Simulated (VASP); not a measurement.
# Si7O16 (a cell with a defect) in VASP: notebook

The runs below take Si7O16 (a cell with a defect) through single point, with PBE.

Program: VASP 6.6.1. These are calculated values, not measurements. Logs are shortened: lines on timing, memory, paths and dates and some standing lists are left out, and cuts for length are marked.

### 1 The cell of the first run

The cell holds a defect, 23 atoms: a = 5.869 Å, b = 5.869 Å, c = 5.315 Å, α = 90.00°, β = 90.00°, γ = 90.00°.

### 2 Single point, PBE

File INCAR:

```
ALGO = Normal
EDIFF = 1E-6
ENCUT = 520
GGA = PE
ISIF = 2
ISMEAR = 0
LASPH = T
LCHARG = F
LREAL = Auto
LWAVE = F
NBANDS = 79
NELM = 100
PREC = Accurate
SIGMA = 0.02
```

File KPOINTS:

```
k-points
0
Gamma
  2 2 2
```

File POSCAR:

```
Si7O16
1.0
   -4.1501000000     -4.1501000000      0.0000000000
    4.1501000000     -4.1501000000      0.0000000000
    0.0000000000      0.0000000000      5.3150000000
Si O
7 16
Direct
    0.5053349317      0.4989570131      0.0030635936
    0.0095778415      0.4988807499      0.2482773283
    0.5046512132      0.4989429170      0.5043283161
    0.0048907255      0.4992142358      0.7544825964
    0.4744259174     -0.0010493723      0.2510380056
   -0.0376775258     -0.0013605696      0.4267522107
    0.4964206887     -0.0010627455      0.7549994356
    0.2044689285      0.4986391894     -0.0044959548
    0.0135308788      0.2133850992      0.2434229539
    0.8079293270      0.4994302547      0.0024257761
    0.0150056625      0.7843601359      0.2432400753
    0.2043836293      0.4986030457      0.5076284102
   -0.0045736247      0.2027823426      0.7263986830
    0.8068789909      0.4994517000      0.4999424271
   -0.0040280957      0.7956242018      0.7260316087
    0.6810440712     -0.0012334643      0.0114968956
    0.4981606467      0.6926817426      0.2544812794
    0.3028788463     -0.0007890171     -0.0070728128
    0.4986619600      0.3052560179      0.2544856068
    0.6837356931     -0.0013087636      0.4934154280
    0.5091270090      0.6940343606      0.7522555033
    0.2978534252     -0.0007420303      0.5065642521
    0.5096906099      0.3038714730      0.7522560677
```

Potentials or basis: VASP PAW PBE potentials, release 64 (Si, O).

Run with:

```console
cat potpaw_PBE.64/Si/POTCAR potpaw_PBE.64/O/POTCAR > POTCAR
mpirun -np 1 vasp_std > vasp.out
```

OUTCAR:

```text
EDIFF = 1E-6
   ENCUT = 520
   GGA = PE
   ISIF = 2
   ISMEAR = 0
   LASPH = T
   LREAL = Auto
   NELM = 100
   PREC = Accurate

 ion  position               nearest neighbor table
   1  0.505  0.499  0.003-  19 1.75  17 1.76  21 1.76  23 1.76   8 1.77  10 1.78   3 2.65   3 2.66

   2  0.010  0.499  0.248-   9 1.68  11 1.68  10 1.76   8 1.76  14 1.79  12 1.79   4 2.62   4 2.69
                             6 3.10   6 3.10
   3  0.505  0.499  0.504-  23 1.75  21 1.75  19 1.75  17 1.75  12 1.76  14 1.77   1 2.65   1 2.66

   4  0.005  0.499  0.754-   8 1.74  15 1.75  13 1.75  10 1.75  12 1.76  14 1.78   2 2.62   2 2.69

   5  0.474  0.999  0.251-  18 1.70  22 1.71  16 1.76  20 1.78  17 1.80  19 1.80   7 2.64   7 2.68
                             6 3.01   6 3.15
   6  0.962  0.999  0.427-   9 1.62  11 1.62  20 1.67  15 2.00  13 2.00  22 2.01   5 3.01   2 3.10
                             2 3.10   5 3.15
   7  0.496  0.999  0.755-  18 1.70  16 1.74  22 1.76  20 1.77  21 1.79  23 1.79   5 2.64   5 2.68

   8  0.204  0.499  0.996-   4 1.74   2 1.76   1 1.77
   9  0.014  0.213  0.243-   6 1.62   2 1.68
  10  0.808  0.499  0.002-   4 1.75   2 1.76   1 1.78
  11  0.015  0.784  0.243-   6 1.62   2 1.68
  12  0.204  0.499  0.508-   4 1.76   3 1.76   2 1.79
  13  0.995  0.203  0.726-   4 1.75   6 2.00
  14  0.807  0.499  0.500-   3 1.77   4 1.78   2 1.79
  15  0.996  0.796  0.726-   4 1.75   6 2.00
  16  0.681  0.999  0.011-   7 1.74   5 1.76
  17  0.498  0.693  0.254-   3 1.75   1 1.76   5 1.80
  18  0.303  0.999  0.993-   7 1.70   5 1.70
  19  0.499  0.305  0.254-   3 1.75   1 1.75   5 1.80
  20  0.684  0.999  0.493-   6 1.67   7 1.77   5 1.78
  21  0.509  0.694  0.752-   3 1.75   1 1.76   7 1.79
  22  0.298  0.999  0.507-   5 1.71   7 1.76   6 2.01
  23  0.510  0.304  0.752-   3 1.75   1 1.76   7 1.79

  LATTYP: Found a simple tetragonal cell.
 ALAT       =     5.8691277052
 C/A-ratio  =     0.9055860201

  Lattice vectors:

 A1 = (  -4.1501000000,  -4.1501000000,   0.0000000000)
 A2 = (   4.1501000000,  -4.1501000000,   0.0000000000)
 A3 = (   0.0000000000,   0.0000000000,   5.3150000000)

Analysis of symmetry for initial positions (statically):
=====================================================================
 Subroutine PRICEL returns:
 Original cell was already a primitive cell.

 Routine SETGRP: Setting up the symmetry group for a
 simple tetragonal supercell.

 Subroutine GETGRP returns: Found  1 space group operations
 (whereof  1 operations were pure point group operations)
 out of a pool of 16 trial point group operations.

The static configuration has the point symmetry C_1 .

Analysis of symmetry for dynamics (positions and initial velocities):
=====================================================================
 Subroutine PRICEL returns:
 Original cell was already a primitive cell.

 Routine SETGRP: Setting up the symmetry group for a
 simple tetragonal supercell.

 Subroutine GETGRP returns: Found  1 space group operations
 (whereof  1 operations were pure point group operations)
 out of a pool of 16 trial point group operations.

The dynamic configuration has the point symmetry C_1 .

 Subroutine INISYM returns: Found  1 space group operations
 (whereof  1 operations are pure point group operations),
 and found     1 'primitive' translations

----------------------------------------------------------------------------------------

                                     Primitive cell

  volume of cell :     183.0840

  direct lattice vectors                    reciprocal lattice vectors
    -4.150100000 -4.150100000  0.000000000    -0.120479025 -0.120479025  0.000000000
     4.150100000 -4.150100000  0.000000000     0.120479025 -0.120479025  0.000000000
     0.000000000  0.000000000  5.315000000     0.000000000  0.000000000  0.188146754

  length of vectors
     5.869127705  5.869127705  5.315000000     0.170383071  0.170383071  0.188146754

  position of ions in fractional coordinates (direct lattice)
     0.505334932  0.498957013  0.003063594
     0.009577841  0.498880750  0.248277328
     0.504651213  0.498942917  0.504328316
     0.004890725  0.499214236  0.754482596
     0.474425917  0.998950628  0.251038006
     0.962322474  0.998639430  0.426752211
[... 15 lines left out ...]
     0.297853425  0.999257970  0.506564252
     0.509690610  0.303871473  0.752256068

  ion indices of the primitive-cell ions
   primitive index   ion index
                 1           1
                 2           2
                 3           3
                 4           4
                 5           5
                 6           6
[... 15 lines left out ...]
                22          22
                23          23

----------------------------------------------------------------------------------------

 KPOINTS: k-points

Automatic generation of k-mesh.
 Grid dimensions read from file:
 generate k-points for:    2    2    2

 Generating k-lattice:

  Cartesian coordinates                     Fractional coordinates (reciprocal lattice)
    -0.060239512 -0.060239512  0.000000000     0.500000000  0.000000000  0.000000000
     0.060239512 -0.060239512  0.000000000     0.000000000  0.500000000  0.000000000
     0.000000000  0.000000000  0.094073377     0.000000000  0.000000000  0.500000000

  Length of vectors
     0.085191535  0.085191535  0.094073377

  Shift w.r.t. Gamma in fractional coordinates (k-lattice)
     0.000000000  0.000000000  0.000000000

 Subroutine IBZKPT returns following result:
 ===========================================

 Found      8 irreducible k-points:

 Following reciprocal coordinates:
            Coordinates               Weight
  0.000000  0.000000  0.000000      1.000000
  0.500000  0.000000  0.000000      1.000000
  0.000000  0.500000  0.000000      1.000000
  0.500000  0.500000  0.000000      1.000000
  0.000000  0.000000  0.500000      1.000000
  0.500000  0.000000  0.500000      1.000000
  0.000000  0.500000  0.500000      1.000000
  0.500000  0.500000  0.500000      1.000000
   k-points           NKPTS =      8   k-points in BZ     NKDIM =      8   number of bands    NBANDS=     79
   number of dos      NEDOS =    301   number of ions     NIONS =     23
   total plane-waves  NPLWV =  92160
   dimension x,y,z NGX =    48 NGY =   48 NGZ =   40
   dimension x,y,z NGXF=    96 NGYF=   96 NGZF=   80
   ions per type =               7  16
   NGX,Y,Z   is equivalent  to a cutoff of  13.60, 13.60, 12.51 a.u.
   NGXF,Y,Z  is equivalent  to a cutoff of  27.19, 27.19, 25.02 a.u.
 SYSTEM =  unknown system
   PREC   = accura    normal or accurate (medium, high low for compatibility)
   ISTART =      0    job   : 0-new  1-cont  2-samecut
   ICHARG =      2    charge: 1-file 2-atom 10-const
   ISPIN  =      1    spin polarized calculation?
   LNONCOLLINEAR =      F non collinear calculations
   LSORBIT =      F    spin-orbit coupling
   LASPH  =      T    aspherical Exc in radial PAW
   ENCUT  =  520.0 eV  38.22 Ry    6.18 a.u.  10.91 10.91  9.88*2*pi/ulx,y,z
   NELM   =    100;   NELMIN=  2; NELMDL= -5     # of ELM steps
   EDIFF  = 0.1E-05   stopping-criterion for ELM
   LREAL  =      T    real-space projection
   EDIFFG = 0.1E-04   stopping-criterion for IOM
   NSW    =      0    number of steps for IOM
   IBRION =     -1    ionic relax: 0-MD 1-quasi-New 2-CG
   NFREE  =      0    steps in history (QN), initial steepest desc. (CG)
   ISIF   =      2    stress and relaxation
   ISYM   =      2    0-nonsym 1-usesym 2-fastsym
   POTIM  = 0.5000    time-step for ionic-motion
   TEBEG  =    0.0;   TEEND  =   0.0 temperature during run
   PSTRESS=    0.0 pullay stress
   NELECT =     124.0000    total number of electrons
   NUPDOWN=      -1.0000    fix difference up-down
   EMIN   =  10.00;   EMAX   =-10.00  energy-range for DOS
   EFERMI =   0.00;   METHOD = LEGACY
   ISMEAR =     0;   SIGMA  =   0.02  broadening in eV -4-tet -1-fermi 0-gaus
   EFERMI_NEDOS =   21; number of points for ismear=-14 and -15
   IALGO  =     38    algorithm
   IMIX   =      4    mixing-type and parameters
     AMIX     =   0.40;   BMIX     =  1.00
     AMIX_MAG =   1.60;   BMIX_MAG =  1.00
  volume/ion in A,a.u.               =       7.96        53.72
  Fermi-wavevector in a.u.,A,eV,Ry     =   1.437690  2.716840 28.122598  2.066953
  Thomas-Fermi vector in A             =   2.556740
   LORBIT       =      0    0 simple, 1 ext, 2 COOP (PROOUT), +10 PAW based schemes
   GGA     = PE    functional components
   LHFCALC =     F    Hartree Fock is set to
   AEXX    =    0.0000 exact exchange contribution
   IVDW    =     0    specifies the selected vdW correction
   LEPSILON=     F    determine dielectric tensor
   LRPA    =     F    only Hartree local field effects (RPA)
 non-spin polarized calculation
 Gauss-broadening in eV      SIGMA  =   0.02
  energy-cutoff  :      520.00
  volume of cell :      183.08
 maximum number of plane-waves:      4948
 NGX is ok and might be reduce to    48
   NGX = 21   NGY = 21   NGZ = 19

 number of electron     124.0000011 magnetization

 Free energy of the ion-electron system (eV)
  ---------------------------------------------------
  ext. energy  EPLUGINS =         0.00000000
  ---------------------------------------------------
  free energy    TOTEN  =      -163.80691953 eV

  energy without entropy =     -163.79910673  energy(sigma->0) =     -163.80301313

 E-fermi :   6.6421     XC(G=0): -12.0625

 val. band max:        6.6419824924   @ k =   0.5000   0.5000   0.0000
 cond. band min:       6.6451806176   @ k =   0.5000   0.0000   0.0000
 fundamental gap:      0.0031981252
 Fermi energy:         6.6421419858

 k-point     1 :       0.0000    0.0000    0.0000
  band No.  band energies     occupation
      1     -15.5085      2.00000
      2     -13.8574      2.00000
      3     -13.2249      2.00000
      4     -12.9666      2.00000
      5     -12.8232      2.00000
      6     -12.4618      2.00000
[... 66 lines left out ...]
     73      17.0741      0.00000
     74      17.6239      0.00000

 k-point     2 :       0.5000    0.0000    0.0000
  band No.  band energies     occupation
      1     -15.1311      2.00000
      2     -14.5283      2.00000
      3     -13.2971      2.00000
      4     -12.9486      2.00000
      5     -12.7126      2.00000
      6     -12.5274      2.00000
[... 66 lines left out ...]
     73      16.5317      0.00000
     74      16.6522      0.00000

 k-point     3 :       0.0000    0.5000    0.0000
  band No.  band energies     occupation
      1     -15.1732      2.00000
      2     -14.4549      2.00000
      3     -13.2606      2.00000
      4     -12.8702      2.00000
      5     -12.8199      2.00000
      6     -12.5925      2.00000
[... 374 lines left out ...]
     73      18.1496      0.00000
     74      18.2582      0.00000

 k-point     8 :       0.5000    0.5000    0.5000
  band No.  band energies     occupation
      1     -14.0130      2.00000
      2     -13.9169      2.00000
      3     -13.8408      2.00000
      4     -13.8324      2.00000
      5     -13.5747      2.00000
      6     -13.3638      2.00000
[... 66 lines left out ...]
     73      17.8104      0.00000
     74      17.9423      0.00000
 [bands above 74 left out]

------------------------ aborting loop because EDIFF is reached ----------------------------------------

  FORCE on cell =-STRESS in cart. coord.  units (eV):
  Direction    XX          YY          ZZ          XY          YZ          ZX
  --------------------------------------------------------------------------------------
  -------------------------------------------------------------------------------------
  Total       21.0863088     21.1657279     19.9532732     -0.7329356      1.2806946      1.3252225
  in kB      184.5273556    185.2223559    174.6121037     -6.4139567     11.2074236     11.5970893
  external PRESSURE =     181.4539384 kB  Pullay stress =       0.0000000 kB

 VOLUME and BASIS-vectors are now :
 -----------------------------------------------------------------------------
  energy-cutoff  :      520.00
  volume of cell :      183.08
      direct lattice vectors                 reciprocal lattice vectors
    -4.150100000 -4.150100000  0.000000000    -0.120479025 -0.120479025  0.000000000
     4.150100000 -4.150100000  0.000000000     0.120479025 -0.120479025  0.000000000
     0.000000000  0.000000000  5.315000000     0.000000000  0.000000000  0.188146754

 POSITION                                       TOTAL-FORCE (eV/Angst)
 -----------------------------------------------------------------------------------
     -0.02647     -4.16791      0.01628         0.025087      0.022520     -0.066787
      2.03066     -2.11015      1.31959         0.088134      0.091482     -0.166689
     -0.02369     -4.16502      2.68051         0.029801      0.027081     -0.087646
      2.05149     -2.09209      4.01007         0.092624      0.095410     -0.098608
      2.17683     -6.11466      1.33427        -0.482571     -0.484842      0.005932
      0.15072     -8.13819      2.26819        -1.793979     -1.806698      4.257470
[... 15 lines left out ...]
      2.91090     -5.38314      2.69239         0.159824      0.160125     -0.437399
     -0.85417     -3.37636      3.99824         0.135377      0.099894     -0.131464
 -----------------------------------------------------------------------------------
    total drift:                                0.023547      0.019787      0.001165

  FREE ENERGIE OF THE ION-ELECTRON SYSTEM (eV)
  ---------------------------------------------------
  free  energy   TOTEN  =      -163.8069195267 eV

  energy  without entropy=     -163.7991067273  energy(sigma->0) =     -163.80301313
```

It took 4.5 min on 1 thread of Intel Xeon Platinum 8259CL at 2.50GHz (Skylake/Cascade Lake), shared host; peak memory 0.31 GiB.

Results:

```
Free energy            : -163.8069 eV
Pressure               : 18.1 GPa
Largest force          : 4.961 eV/Å
Band gap on the k mesh : zero (band 62 reaches 6.71 eV, above the bottom of band 63 at 6.38 eV)
```

Forces in eV/Å, atoms in the order of the input:
```
Si   0.025  0.023 -0.067
Si   0.088  0.091 -0.167
Si   0.030  0.027 -0.088
Si   0.093  0.095 -0.099
Si  -0.483 -0.485  0.006
Si  -1.794 -1.807  4.257
Si   0.017  0.013 -0.379
O    0.127  0.123 -0.097
O    0.156  0.677 -0.011
O    0.027  0.034 -0.165
O    0.705  0.173 -0.002
O    0.065  0.065 -0.133
O   -0.088  0.384 -0.682
O    0.033  0.043 -0.010
O    0.384 -0.079 -0.675
O    0.287  0.283 -0.706
O   -0.004  0.009 -0.082
O   -0.083 -0.079  0.095
O    0.008  0.000 -0.077
O    0.014  0.015 -0.220
O    0.096  0.134 -0.130
O    0.160  0.160 -0.437
O    0.135  0.100 -0.131
```

Stress tensor (GPa, compression positive):
```
18.45 -0.64  1.16
-0.64 18.52  1.12
 1.16  1.12 17.46
```

Caveat: the k points lie up to 0.59 Å⁻¹ apart.

### 3 Single point, PBE

File INCAR:

```
  ALGO = Normal
  EDIFF = 1E-7
  ENCUT = 520
  GGA = PE
  ISIF = 2
  ISMEAR = 0
  LASPH = T
  LCHARG = F
  LREAL = Auto
  LWAVE = F
  NBANDS = 79
  NELM = 60
  PREC = Accurate
  SIGMA = 0.02
```

KPOINTS is that of step 2.

File POSCAR:

```
Si7O16
1.0
   -4.1501000000     -4.1501000000      0.0000000000
    4.1501000000     -4.1501000000      0.0000000000
    0.0000000000      0.0000000000      5.3150000000
Si O
7 16
Direct
    0.5062257536      0.4991601407      0.0007640640
    0.0121162141      0.4990989374      0.2478054563
    0.5056091419      0.4991461652      0.5026434619
    0.0073984964      0.4994386882      0.7531140169
    0.4626600564     -0.0008692562      0.2482252117
   -0.0824942772     -0.0013321366      0.3406987770
    0.4973054866     -0.0008919062      0.7575809972
    0.2078327028      0.4988360521     -0.0060400753
    0.0242733910      0.2203498711      0.2399527752
    0.8086399123      0.4996856702      0.0021380997
    0.0261065998      0.7778051131      0.2396997178
    0.2061679237      0.4988184622      0.5065320790
   -0.0007326329      0.2081642611      0.7361663217
    0.8078770391      0.4997444640      0.4965174036
   -0.0001144551      0.7907635961      0.7356754468
    0.6890856847     -0.0010967206      0.0219057385
    0.4984016048      0.6933930508      0.2524827846
    0.3000045782     -0.0005604684     -0.0123761054
    0.4988888220      0.3049484350      0.2525057385
    0.6841248404     -0.0010887689      0.4942658514
    0.5121997060      0.6949646996      0.7512391345
    0.3015649021     -0.0005526373      0.5115975541
    0.5127561986      0.3033291969      0.7512398871
```

Potentials or basis: VASP PAW PBE potentials, release 64 (Si, O).

Run with:

```console
cat potpaw_PBE.64/Si/POTCAR potpaw_PBE.64/O/POTCAR > POTCAR
mpirun -np 1 vasp_std > vasp.out
```

Run time: 4.4 min. Hardware: 1 thread of Intel Xeon Platinum 8259CL at 2.50GHz (Skylake/Cascade Lake), shared host; peak memory 0.31 GiB.

The run converged. Its results:

```yaml
Free_energy: -161.3464 eV
Pressure: 23.5 GPa
Largest_force: 1.337 eV/Å
Band_gap_on_the_k_mesh: zero (band 62 reaches 6.75 eV, above the bottom of band 63 at 6.59 eV)
```

Forces in eV/Å, atoms in the order of the input:
```
Si   0.003  0.003 -0.027
Si   0.045  0.057 -0.079
Si   0.013  0.011 -0.014
Si   0.028  0.028  0.006
Si  -0.139 -0.142 -0.030
Si  -0.465 -0.452  1.170
Si  -0.010 -0.016 -0.023
O    0.008  0.013 -0.046
O    0.043 -0.003 -0.146
O    0.024  0.028 -0.055
O    0.050  0.049 -0.137
O    0.026  0.029 -0.037
O   -0.043  0.121 -0.224
O    0.023  0.025 -0.039
O    0.119 -0.045 -0.230
O    0.009  0.015 -0.025
O    0.012 -0.002 -0.010
O    0.054  0.056  0.020
O   -0.003  0.017 -0.011
O    0.090  0.096  0.104
O    0.041  0.029 -0.032
O    0.042  0.041 -0.104
O    0.028  0.044 -0.031
```

Stress tensor (GPa, compression positive):
```
26.49 -2.58  2.70
-2.58 26.52  2.66
 2.70  2.66 17.60
```

Levels at points of the mesh, in eV from the Fermi level:
```csv
k point,band 60,band 61,band 62,band 63,band 64,band 65
"(0.00, 0.00, 0.00)",-0.13,-0.03,0.06,0.15,0.63,6.03
"(0.50, 0.00, 0.00)",-0.44,-0.22,-0.04,0.00,0.05,6.71
"(0.00, 0.50, 0.00)",-0.46,-0.29,-0.20,0.17,0.22,6.74
"(0.50, 0.50, 0.00)",-0.27,-0.11,0.06,0.09,0.17,7.22
"(0.00, 0.00, 0.50)",-0.26,-0.23,-0.07,0.01,0.01,6.92
"(0.50, 0.00, 0.50)",-0.27,-0.05,0.04,0.13,0.25,7.47
"(0.00, 0.50, 0.50)",-0.33,-0.27,-0.24,0.03,0.10,6.92
"(0.50, 0.50, 0.50)",-0.48,-0.34,-0.26,-0.10,-0.02,7.57
```

Caveat: the k points lie up to 0.59 Å⁻¹ apart.

(Continued in part 2 of 2.)
